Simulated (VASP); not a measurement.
A run of VASP 6.6.1 is set up as follows.

Contents of INCAR:

```
PREC     = Accurate       # precision mode
ENCUT    = 520            # plane-wave cutoff, eV
EDIFF    = 1E-6           # SCF threshold, eV
ISMEAR   = 0              # smearing method
SIGMA    = 0.15           # smearing width, eV
LREAL    = False          # projectors in reciprocal space
LASPH    = True           # aspherical terms in the spheres
NELM     = 80             # most SCF steps
ALGO     = Normal         # electronic algorithm
ISIF     = 2              # what is computed and relaxed
LWAVE    = False          # write WAVECAR
LCHARG   = False          # write CHGCAR
GGA      = PE             # functional
NBANDS   = 13             # bands
```

The input KPOINTS:

```
Automatic mesh
0
Gamma
  24 24 24
```

POSCAR

```
W
1.0
   -1.5973000000      1.5973000000      1.5973000000
    1.5973000000     -1.5973000000      1.5973000000
    1.5973000000      1.5973000000     -1.5973000000
W
1
Direct
    0.0000000000      0.0000000000      0.0000000000
```

Potentials or basis: VASP PAW PBE potentials, release 64 (W_sv).

Command:

```sh
$ cat potpaw_PBE.64/W_sv/POTCAR > POTCAR
$ mpirun -np 1 vasp_std > vasp.out
```

Q: Estimate the band gap on the k mesh.

A: Zero (band 7 reaches 16.01 eV, above the bottom of band 8 at 9.86 eV).

Q: Estimate the pressure.

A: -2.6 GPa.

Caveat: spin-orbit coupling is left out, which moves the levels of the heavy elements.
